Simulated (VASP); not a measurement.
# ZrF3 in VASP: notebook

The runs below take ZrF3 through single point, relaxation of cell and atoms, with PBE.

All numbers are computed with VASP 6.6.1; they aren't measurements. Logs are shortened: lines on timing, memory, paths and dates and some standing lists are left out, and cuts for length are marked.

## (1) The cell of the first run

The typed cell holds 4 atoms: a = 3.085 Å, b = 3.085 Å, c = 4.461 Å, α = 90.00°, β = 90.00°, γ = 90.04°.

## (2) Single point, PBE

The input, INCAR:

```
SYSTEM = ZrF3
ALGO = Normal ; EDIFF = 1E-6
ENCUT = 520 ; GGA = PE
ISIF = 2 ; ISMEAR = 0
LASPH = .True. ; LCHARG = .False.
LREAL = .False. ; LWAVE = .False.
NBANDS = 24 ; NELM = 80
PREC = Accurate ; SIGMA = 0.1
```

The input, KPOINTS:

```
k-points
0
Gamma
  8 8 2
  0 0 0
```

The input, POSCAR:

```
ZrF3
1.0
    2.1804504637     -2.1820975475      0.0000000000
    2.1804504637      2.1820975475      0.0000000000
    0.0000000000      0.0000000000      4.4606682751
Zr F
1 3
Direct
    0.0000000000      0.0000000000      0.0000000000
    0.5000000000      0.5000000000      0.7653035500
    0.0000000000      0.0000000000      0.5000000000
    0.5000000000      0.5000000000      0.2346964500
```

Potentials or basis: VASP PAW PBE potentials, release 64 (Zr_sv, F).

Command:

```bash
$ cat potpaw_PBE.64/Zr_sv/POTCAR potpaw_PBE.64/F/POTCAR > POTCAR
$ mpirun -np 1 vasp_std > vasp.out
```

OUTCAR:

```text
SYSTEM = ZrF3
   EDIFF = 1E-6
   ENCUT = 520
   GGA = PE
   ISIF = 2
   ISMEAR = 0
   LASPH = .True.
   LREAL = .False.
   NELM = 80
   PREC = Accurate

 ion  position               nearest neighbor table
   1  0.000  0.000  0.000-   3 2.23   3 2.23   4 2.42   2 2.42   2 2.42   4 2.42   2 2.42   4 2.42
                             2 2.42   4 2.42
   2  0.500  0.500  0.765-   1 2.42   1 2.42   1 2.42   1 2.42
   3  0.000  0.000  0.500-   1 2.23   1 2.23
   4  0.500  0.500  0.235-   1 2.42   1 2.42   1 2.42   1 2.42

  LATTYP: Found a base centered orthorhombic cell.
 ALAT       =     4.3609009274
 B/A-ratio  =     1.0007553869
 C/A-ratio  =     1.0228776919

  Lattice vectors:

 A1 = (   2.1804504637,  -2.1820975475,   0.0000000000)
 A2 = (   2.1804504637,   2.1820975475,   0.0000000000)
 A3 = (   0.0000000000,   0.0000000000,   4.4606682751)

Analysis of symmetry for initial positions (statically):
=====================================================================
 Subroutine PRICEL returns:
 Original cell was already a primitive cell.

 Routine SETGRP: Setting up the symmetry group for a
 base centered orthorhombic supercell.

 Subroutine GETGRP returns: Found  8 space group operations
 (whereof  8 operations were pure point group operations)
 out of a pool of  8 trial point group operations.

The static configuration has the point symmetry D_2h.

Analysis of symmetry for dynamics (positions and initial velocities):
=====================================================================
 Subroutine PRICEL returns:
 Original cell was already a primitive cell.

 Routine SETGRP: Setting up the symmetry group for a
 base centered orthorhombic supercell.

 Subroutine GETGRP returns: Found  8 space group operations
 (whereof  8 operations were pure point group operations)
 out of a pool of  8 trial point group operations.

The dynamic configuration has the point symmetry D_2h.

 Subroutine INISYM returns: Found  8 space group operations
 (whereof  8 operations are pure point group operations),
 and found     1 'primitive' translations

----------------------------------------------------------------------------------------

                                     Primitive cell

  volume of cell :      42.4473

  direct lattice vectors                    reciprocal lattice vectors
     2.180450464 -2.182097548  0.000000000     0.229310415 -0.229137327  0.000000000
     2.180450464  2.182097548  0.000000000     0.229310415  0.229137327  0.000000000
     0.000000000  0.000000000  4.460668275     0.000000000  0.000000000  0.224181656

  length of vectors
     3.084787502  3.084787502  4.460668275     0.324171530  0.324171530  0.224181656

  position of ions in fractional coordinates (direct lattice)
     0.000000000  0.000000000  0.000000000
     0.500000000  0.500000000  0.765303550
     0.000000000  0.000000000  0.500000000
     0.500000000  0.500000000  0.234696450

  ion indices of the primitive-cell ions
   primitive index   ion index
                 1           1
                 2           2
                 3           3
                 4           4

----------------------------------------------------------------------------------------

 KPOINTS: k-points

Automatic generation of k-mesh.
 Grid dimensions read from file:
 generate k-points for:    8    8    2

 Generating k-lattice:

  Cartesian coordinates                     Fractional coordinates (reciprocal lattice)
     0.028663802 -0.028642166  0.000000000     0.125000000  0.000000000  0.000000000
     0.028663802  0.028642166  0.000000000     0.000000000  0.125000000  0.000000000
     0.000000000  0.000000000  0.112090828     0.000000000  0.000000000  0.500000000

  Length of vectors
     0.040521441  0.040521441  0.112090828

  Shift w.r.t. Gamma in fractional coordinates (k-lattice)
     0.000000000  0.000000000  0.000000000

 Subroutine IBZKPT returns following result:
 ===========================================

 Found     42 irreducible k-points:

 Following reciprocal coordinates:
            Coordinates               Weight
  0.000000  0.000000  0.000000      1.000000
  0.125000  0.000000  0.000000      4.000000
  0.250000  0.000000  0.000000      4.000000
  0.375000  0.000000  0.000000      4.000000
  0.500000  0.000000  0.000000      2.000000
  0.125000  0.125000  0.000000      2.000000
[... 16 lines left out ...]
  0.125000  0.000000  0.500000      4.000000
  0.250000  0.000000  0.500000      4.000000
 [... further k-points ...]
   k-points           NKPTS =     42   k-points in BZ     NKDIM =     42   number of bands    NBANDS=     24
   number of dos      NEDOS =    301   number of ions     NIONS =      4
   total plane-waves  NPLWV =  20736
   dimension x,y,z NGX =    24 NGY =   24 NGZ =   36
   dimension x,y,z NGXF=    48 NGYF=   48 NGZF=   72
   ions per type =               1   3
   NGX,Y,Z   is equivalent  to a cutoff of  12.93, 12.93, 13.42 a.u.
   NGXF,Y,Z  is equivalent  to a cutoff of  25.87, 25.87, 26.83 a.u.
 SYSTEM =  ZrF3
   PREC   = accura    normal or accurate (medium, high low for compatibility)
   ISTART =      0    job   : 0-new  1-cont  2-samecut
   ICHARG =      2    charge: 1-file 2-atom 10-const
   ISPIN  =      1    spin polarized calculation?
   LNONCOLLINEAR =      F non collinear calculations
   LSORBIT =      F    spin-orbit coupling
   LASPH  =      T    aspherical Exc in radial PAW
   ENCUT  =  520.0 eV  38.22 Ry    6.18 a.u.   5.74  5.74  8.29*2*pi/ulx,y,z
   NELM   =     80;   NELMIN=  2; NELMDL= -5     # of ELM steps
   EDIFF  = 0.1E-05   stopping-criterion for ELM
   LREAL  =      F    real-space projection
   EDIFFG = 0.1E-04   stopping-criterion for IOM
   NSW    =      0    number of steps for IOM
   IBRION =     -1    ionic relax: 0-MD 1-quasi-New 2-CG
   NFREE  =      0    steps in history (QN), initial steepest desc. (CG)
   ISIF   =      2    stress and relaxation
   ISYM   =      2    0-nonsym 1-usesym 2-fastsym
   POTIM  = 0.5000    time-step for ionic-motion
   TEBEG  =    0.0;   TEEND  =   0.0 temperature during run
   PSTRESS=    0.0 pullay stress
   NELECT =      33.0000    total number of electrons
   NUPDOWN=      -1.0000    fix difference up-down
   EMIN   =  10.00;   EMAX   =-10.00  energy-range for DOS
   EFERMI =   0.00;   METHOD = LEGACY
   ISMEAR =     0;   SIGMA  =   0.10  broadening in eV -4-tet -1-fermi 0-gaus
   EFERMI_NEDOS =   21; number of points for ismear=-14 and -15
   IALGO  =     38    algorithm
   IMIX   =      4    mixing-type and parameters
     AMIX     =   0.40;   BMIX     =  1.00
     AMIX_MAG =   1.60;   BMIX_MAG =  1.00
  volume/ion in A,a.u.               =      10.61        71.61
  Fermi-wavevector in a.u.,A,eV,Ry     =   1.505322  2.844646 30.830720  2.265994
  Thomas-Fermi vector in A             =   2.616186
   LORBIT       =      0    0 simple, 1 ext, 2 COOP (PROOUT), +10 PAW based schemes
   GGA     = PE    functional components
   LHFCALC =     F    Hartree Fock is set to
   AEXX    =    0.0000 exact exchange contribution
   IVDW    =     0    specifies the selected vdW correction
   LEPSILON=     F    determine dielectric tensor
   LRPA    =     F    only Hartree local field effects (RPA)
 non-spin polarized calculation
 Gauss-broadening in eV      SIGMA  =   0.10
  energy-cutoff  :      520.00
  volume of cell :       42.45
 maximum number of plane-waves:      1154
   NGX = 11   NGY = 11   NGZ = 17

 number of electron      33.0000021 magnetization

 Free energy of the ion-electron system (eV)
  ---------------------------------------------------
  ext. energy  EPLUGINS =         0.00000000
  ---------------------------------------------------
  free energy    TOTEN  =       -25.04636469 eV

  energy without entropy =      -25.04020824  energy(sigma->0) =      -25.04328646

 E-fermi :   7.5464     XC(G=0): -11.5294

 val. band max:        7.3721544324   @ k =   0.3750   0.1250   0.0000
 cond. band min:       7.5804356538   @ k =  -0.2500   0.2500   0.0000
 fundamental gap:      0.2082812214
 Fermi energy:         7.5464084829

 k-point     1 :       0.0000    0.0000    0.0000
  band No.  band energies     occupation
      1     -43.5976      2.00000
      2     -21.7968      2.00000
      3     -21.1662      2.00000
      4     -21.1661      2.00000
      5     -18.2771      2.00000
      6     -16.5003      2.00000
[... 16 lines left out ...]
     23      18.3143      0.00000
     24      20.3691      0.00000

 k-point     2 :       0.1250    0.0000    0.0000
  band No.  band energies     occupation
      1     -43.5865      2.00000
      2     -21.7672      2.00000
      3     -21.3576      2.00000
      4     -21.1541      2.00000
      5     -18.1235      2.00000
      6     -16.5297      2.00000
[... 16 lines left out ...]
     23      18.9446      0.00000
     24      21.0730      0.00000

 k-point     3 :       0.2500    0.0000    0.0000
  band No.  band energies     occupation
      1     -43.5596      2.00000
      2     -21.7626      2.00000
      3     -21.6940      2.00000
      4     -21.1246      2.00000
      5     -17.7928      2.00000
      6     -16.6029      2.00000
[... 16 lines left out ...]
     23      20.2074      0.00000
     24      20.7625      0.00000

 k-point     4 :       0.3750    0.0000    0.0000
  band No.  band energies     occupation
      1     -43.5325      2.00000
      2     -22.1155      2.00000
      3     -21.6181      2.00000
      4     -21.0950      2.00000
      5     -17.4828      2.00000
      6     -16.6792      2.00000
[... 16 lines left out ...]
     23      19.2335      0.00000
     24      20.9161      0.00000

 k-point     5 :       0.5000    0.0000    0.0000
  band No.  band energies     occupation
      1     -43.5212      2.00000
      2     -22.2509      2.00000
      3     -21.5859      2.00000
      4     -21.0826      2.00000
      5     -17.3514      2.00000
      6     -16.7119      2.00000
[... 451 lines left out ...]
 k-point    22 :       0.0000    0.0000    0.5000
  band No.  band energies     occupation
      1     -43.5961      2.00000
      2     -22.0258      2.00000
      3     -21.1645      2.00000
      4     -21.1644      2.00000
      5     -17.8607      2.00000
      6     -16.9104      2.00000
[... 16 lines left out ...]
     23      15.5440      0.00000
     24      18.2134      0.00000

 k-point    23 :       0.1250    0.0000    0.5000
  band No.  band energies     occupation
      1     -43.5850      2.00000
      2     -21.9919      2.00000
      3     -21.3494      2.00000
      4     -21.1524      2.00000
      5     -17.7250      2.00000
      6     -16.9244      2.00000
[... 16 lines left out ...]
     23      16.2038      0.00000
     24      18.7518      0.00000

 k-point    24 :       0.2500    0.0000    0.5000
  band No.  band energies     occupation
      1     -43.5581      2.00000
      2     -21.9079      2.00000
      3     -21.7466      2.00000
      4     -21.1231      2.00000
      5     -17.4424      2.00000
      6     -16.9640      2.00000
[... 16 lines left out ...]
     23      17.4446      0.00000
     24      20.2108      0.00000

 [... further k-points ...]
[... 5 lines left out ...]
  --------------------------------------------------------------------------------------
  -------------------------------------------------------------------------------------
  Total        0.0351235      0.0076073     -0.0405149      0.0000000      0.0000000      0.0000000
  in kB        1.3257378      0.2871367     -1.5292396      0.0000000      0.0000000      0.0000000
  external PRESSURE =       0.0278783 kB  Pullay stress =       0.0000000 kB

 VOLUME and BASIS-vectors are now :
 -----------------------------------------------------------------------------
  energy-cutoff  :      520.00
  volume of cell :       42.45
      direct lattice vectors                 reciprocal lattice vectors
     2.180450464 -2.182097548  0.000000000     0.229310415 -0.229137327  0.000000000
     2.180450464  2.182097548  0.000000000     0.229310415  0.229137327  0.000000000
     0.000000000  0.000000000  4.460668275     0.000000000  0.000000000  0.224181656

 POSITION                                       TOTAL-FORCE (eV/Angst)
 -----------------------------------------------------------------------------------
      0.00000      0.00000      0.00000         0.000000      0.000000      0.000000
      2.18045      0.00000      3.41377        -0.000000      0.000000     -0.003010
      0.00000      0.00000      2.23033         0.000000     -0.000000      0.000000
      2.18045      0.00000      1.04690         0.000000      0.000000      0.003010
 -----------------------------------------------------------------------------------
    total drift:                               -0.000000     -0.000000     -0.000000

  FREE ENERGIE OF THE ION-ELECTRON SYSTEM (eV)
  ---------------------------------------------------
  free  energy   TOTEN  =       -25.0463646888 eV

  energy  without entropy=      -25.0402082356  energy(sigma->0) =      -25.04328646
```

Run time: 23 s. Hardware: 1 thread of Intel Xeon Platinum 8488C (Sapphire Rapids), shared host; peak memory 0.17 GiB.

What came out:

```
Free energy   : -25.0464 eV
Pressure      : 0.0 GPa
Largest force : 0.003 eV/Å
```

Forces on the atoms (eV/Å):
```
Zr   0.000  0.000  0.000
F    0.000  0.000 -0.003
F    0.000  0.000  0.000
F    0.000  0.000  0.003
```

Levels at points of the mesh, in eV from the Fermi level:
| k point | band 14 | band 15 | band 16 | band 17 | band 18 | band 19 |
| --- | --- | --- | --- | --- | --- | --- |
| (0.00, 0.00, 0.00) | -3.81 | -3.80 | -3.29 | -2.99 | 0.59 | 2.45 |
| (0.50, 0.00, 0.00) | -4.45 | -4.14 | -3.48 | -0.35 | 0.17 | 1.73 |
| (0.50, 0.50, 0.00) | -4.02 | -4.01 | -3.36 | 1.86 | 2.28 | 2.29 |
| (0.00, 0.00, 0.50) | -5.03 | -3.64 | -3.64 | -2.95 | 1.23 | 2.46 |
| (0.50, 0.00, 0.50) | -5.89 | -4.38 | -4.15 | 0.13 | 1.12 | 2.36 |
| (0.50, 0.50, 0.50) | -4.92 | -3.76 | -3.76 | 2.12 | 2.52 | 2.53 |

Caveat: the k points lie up to 0.70 Å⁻¹ apart; an odd number of electrons without spin polarisation forces a metal; a magnetic or distorted state may lie lower.

(Continued in part 2 of 2.)
